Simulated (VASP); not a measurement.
Set up this calculation in VASP 6.6.1, as the native input.

```yaml
Task: single point
Functional: r2SCAN
Potentials_or_basis: VASP PAW PBE potentials, release 64 (Cu, O)
Cutoff: 520 eV
k_mesh: 11 × 11 × 10
Occupations: fermi-dirac, width 0.05 eV
Spin: no spin polarisation
Hubbard_terms: Cu d U = 5.3 eV
Dipole_correction: no
Further_INCAR_settings: ALGO = Normal; EDIFF = 1e-06; NBANDS = 16
```

CuO:

```xyz
2
Lattice="2.8363 0.0000 0.0000 -1.4182 2.4563 0.0000 0.0000 0.0000 2.7681" Properties=species:S:1:pos:R:3 pbc="T T T"
Cu    0.0000    0.0000    0.0000
O     1.4182    0.8188    1.3841
```

One way to write it, as run:

POSCAR

```
CuO
1.0
    2.8363251100      0.0000000000      0.0000000000
   -1.4181625500      2.4563296000      0.0000000000
    0.0000000000      0.0000000000      2.7681127800
Cu O
1 1
Direct
    0.0000000000      0.0000000000      0.0000000000
    0.6666666667      0.3333333333      0.5000000000
```

INCAR.step1

```
SYSTEM = CuO
  PREC = Accurate
  ENCUT = 520
  ISMEAR = -1
  SIGMA = 0.05
  LREAL = .False.
  LASPH = .True.
  NELM = 150
  LMAXMIX = 4
  LDAU = .True.
  LDAUTYPE = 2
  LDAUL = 2 -1
  LDAUU = 5.3 0
  LDAUJ = 0 0
  NBANDS = 16
  GGA = PE
  ALGO = Normal
  EDIFF = 1E-4
  LWAVE = .True.
  LCHARG = .False.
```

INCAR.step2

```
SYSTEM = CuO
  PREC = Accurate
  ENCUT = 520
  EDIFF = 1E-6
  ISMEAR = -1
  SIGMA = 0.05
  LREAL = .False.
  LASPH = .True.
  NELM = 150
  ALGO = Normal
  ISIF = 2
  LWAVE = .False.
  LCHARG = .True.
  LMAXMIX = 4
  LDAU = .True.
  LDAUTYPE = 2
  LDAUL = 2 -1
  LDAUU = 5.3 0
  LDAUJ = 0 0
  LDAUPRINT = 1
  METAGGA = R2SCAN
  LMIXTAU = .True.
  LELF = .True.
  LVHAR = .True.
  NBANDS = 16
  ISTART = 1
```

KPOINTS

```
regular mesh
0
Gamma
  11 11 10
  0 0 0
```

Potentials or basis: VASP PAW PBE potentials, release 64 (Cu, O).

The run is started by

```console
$ cat potpaw_PBE.64/Cu/POTCAR potpaw_PBE.64/O/POTCAR > POTCAR
$ cp INCAR.step1 INCAR
$ mpirun -np 1 vasp_std > vasp.out
$ cp INCAR.step2 INCAR
$ mpirun -np 1 vasp_std > vasp.out
```

Results of the run:

The pressure is -10.1 GPa and the band gap on the k mesh is zero (an odd number of electrons rules out a gap without spin polarisation).

Caveat: the stress differs along the axes, from -20 to -5 GPa; the PAW data sets were made with another functional, which shifts forces and pressure a little; an odd number of electrons without spin polarisation forces a metal; a magnetic or distorted state may lie lower; U without spin polarisation on a metal has little footing.

Wall time 2.5 min on 1 thread of Intel Xeon 8259CL (shared host), peak memory 0.16 GiB.
